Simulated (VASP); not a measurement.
Crystal: MgW.

```
Mg W
1.0
    -0.01222    2.76229   -0.04670
     0.06333   -0.07972    4.65216
     5.54623   -0.02443    0.07419
Mg W
2 2
Direct
  0.94583 0.99913 0.47144
  0.04606 0.99911 0.99394
  0.49771 0.50108 0.25605
  0.51040 0.50068 0.77857
```

| Property | Result |
| --- | --- |
| Program | VASP 6.6.1 |
| Task | relaxation of cell and atoms |
| Functional | PBE |
| Potentials or basis | VASP PAW PBE potentials, release 64 (Mg, W_sv) |
| Cutoff | 600 eV |
| k mesh | 8 × 6 × 4 |
| Occupations | gaussian, width 0.2 eV |
| Spin | no spin polarisation |

At the start: pressure -3.3 GPa; volume 17.81 Å³/atom.

Problem. Where does the relaxation end?

Solution. Over 40 steps the energy falls by 103.7 meV/atom and the volume is 17.16 Å³/atom (-3.7 %); space group P1 (No. 1, to 0.1 Å) before, Cmmm (No. 65, to 0.1 Å).

The path:
```csv
step,energy change (eV),largest force (eV/Å),pressure (GPa),volume (Å³)
1,0.0000,1.1958,-3.31,71.24
2,-0.1188,0.8302,3.92,67.48
3,-0.1200,0.8127,3.25,67.78
4,-0.1949,0.3743,-0.15,69.11
5,-0.1955,0.4087,-0.43,69.24
6,-0.2194,0.2973,-0.34,68.99
7,-0.2286,0.1981,-0.11,68.72
8,-0.2382,0.1213,0.49,68.48
9,-0.2397,0.1483,0.86,68.33
10,-0.2466,0.1812,-0.04,68.78
11,-0.2519,0.3038,-2.14,69.91
12,-0.2541,0.3142,-2.21,69.94
13,-0.2610,0.3467,-2.40,70.03
14,-0.2750,0.4154,-2.75,70.20
15,-0.2908,0.5609,-3.31,70.44
16,-0.3093,0.5797,-2.24,69.83
17,-0.3176,0.6800,-1.07,69.22
18,-0.3183,0.7106,-0.69,69.03
19,-0.3322,0.6540,-0.37,68.87
20,-0.3601,0.4887,0.67,68.37
21,-0.3534,0.3238,3.07,67.37
22,-0.3673,0.3555,1.65,67.94
23,-0.3814,0.2748,0.74,68.31
24,-0.3927,0.2419,-1.01,69.06
25,-0.3995,0.1943,-0.40,68.76
26,-0.4028,0.1776,0.38,68.38
27,-0.4063,0.1323,0.15,68.49
28,-0.4094,0.1119,-0.28,68.73
29,-0.4111,0.1026,0.10,68.55
30,-0.4120,0.0941,0.51,68.36
31,-0.4132,0.0714,0.14,68.52
32,-0.4137,0.0543,-0.27,68.71
33,-0.4143,0.0541,-0.13,68.66
34,-0.4143,0.0551,-0.06,68.64
35,-0.4146,0.0407,0.05,68.59
36,-0.4147,0.0261,0.16,68.53
37,-0.4148,0.0254,0.00,68.61
38,-0.4148,0.0273,-0.13,68.67
39,-0.4148,0.0268,-0.11,68.65
40,-0.4149,0.0249,-0.05,68.63
```

Final structure:
```yaml
crystal:
  lattice:
    - [-0.41601, 2.70659, -0.00010]
    - [-0.00067, 0.00007, 4.79543]
    - [5.41442, -0.82492, 0.00211]
  atoms:
    - { symbol: Mg, position: [0.99982, 0.00000, 0.50133] }
    - { symbol: Mg, position: [0.99463, 0.99999, 0.00133] }
    - { symbol: W, position: [0.50321, 0.50000, 0.24885] }
    - { symbol: W, position: [0.50235, 0.50002, 0.74849] }
```
